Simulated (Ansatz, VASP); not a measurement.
# One calculation of AlRu, two programs

The input INCAR:

```
  PREC = Accurate
  ENCUT = 520
  EDIFF = 1E-6
  ISMEAR = 0
  SIGMA = 0.15
  LREAL = F
  LASPH = T
  NELM = 100
  ALGO = Normal
  ISIF = 2
  LWAVE = F
  LCHARG = F
  GGA = PS
  NBANDS = 16
```

Contents of KPOINTS:

```
regular mesh
0
Gamma
  20 20 20
```

POSCAR

```
AlRu
1.0
    3.0657000565      0.0000000000      0.0000000000
    0.0000000000      3.0657000565      0.0000000000
    0.0000000000      0.0000000000      3.0657000565
Al Ru
1 1
Direct
    0.0000000000      0.0000000000      0.0000000000
    0.5000000000      0.5000000000      0.5000000000
```

Input for Ansatz:

```yaml
crystal:
  lattice:
    - [3.0657000565, 0.0, 0.0]
    - [0.0, 3.0657000565, 0.0]
    - [0.0, 0.0, 3.0657000565]
  atoms:
    - { symbol: Al, position: [0.0, 0.0, 0.0] }
    - { symbol: Ru, position: [0.5, 0.5, 0.5] }
basis:
  ecutwfc: 420
kpoints:
  mp_grid: { grid: [20, 20, 20] }
hamiltonian:
  xc: pbesol
scf:
  occupations: { method: gaussian, width: 0.15 }
output:
  forces: true
  stress: true
  eigenvalues: true
```

Change from the starting cell: strain +0.030 along x and y, +0.030 along z, atoms carried along.

Alike in both runs: task single point; functional PBEsol; k mesh 20 × 20 × 20; occupations gaussian, width 0.15 eV; no spin polarisation.

|  | VASP | Ansatz |
| --- | --- | --- |
| version | VASP 6.6.1 | Ansatz 0.2.0 |
| potentials or method | VASP PAW PBE potentials, release 64 (Al, Ru_pv), cutoff 520 eV | scalar-relativistic, plane waves, PAW |
| valence electrons in the cell | 17 | 19 |

```csv
,VASP,Ansatz,Ansatz less VASP
gap on the k mesh at the Fermi level (eV),none,none,-
pressure (GPa),-16.0,-16.0,-0.01
```

VASP's potentials were made for PBE, not for PBEsol. A gap of «none» marks a metal or a gap that the smearing closes. With one functional, cell and mesh, what is left measures potentials, basis and numerics. VASP's potentials hold 17 valence electrons a cell and Ansatz's 19, so a difference there can come from the potentials and not from the codes.
